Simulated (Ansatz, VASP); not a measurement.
## One calculation of In, two programs

Contents of INCAR:

```
  ALGO = Fast
  EDIFF = 1E-6
  ENCUT = 520
  GGA = PE
  ISIF = 2
  ISMEAR = 0
  LASPH = True
  LCHARG = False
  LREAL = False
  LWAVE = False
  NBANDS = 12
  NELM = 100
  PREC = Accurate
  SIGMA = 0.1
```

File KPOINTS:

```
k-points
0
Gamma
  18 18 18
```

File POSCAR:

```
In
1.0
   -1.6254700000      1.6254700000      2.4737000000
    1.6254700000     -1.6254700000      2.4737000000
    1.6254700000      1.6254700000     -2.4737000000
In
1
Direct
    0.0000000000      0.0000000000      0.0000000000
```

Input for Ansatz:

```yaml
crystal:
  lattice:
    - [-1.62547, 1.62547, 2.4737]
    - [1.62547, -1.62547, 2.4737]
    - [1.62547, 1.62547, -2.4737]
  atoms:
    - { symbol: In, position: [0.0, 0.0, 0.0] }
basis:
  ecutwfc: 420
kpoints:
  mp_grid: { grid: [18, 18, 18] }
hamiltonian:
  xc: pbe
scf:
  occupations: { method: gaussian, width: 0.1 }
output:
  forces: true
  stress: true
  eigenvalues: true
  populations: true
```

Alike in both runs: task single point; functional PBE; k mesh 18 × 18 × 18; occupations gaussian, width 0.1 eV; no spin polarisation.

```csv
,VASP,Ansatz
version,VASP 6.6.1,Ansatz 0.2.0
potentials or method,"VASP PAW PBE potentials, release 64 (In_d), cutoff 520 eV","scalar-relativistic, plane waves, PAW"
valence electrons in the cell,13,13
```

|  | VASP | Ansatz | Ansatz less VASP |
| --- | --- | --- | --- |
| gap on the k mesh at the Fermi level (eV) | none | none | - |
| pressure (GPa) | 2.0 | 2.0 | +0.05 |
| traceless stress, the component that is largest in VASP (GPa) | 0.06 | 0.06 | +0.002 |

A gap of «none» marks a metal or a gap that the smearing closes.
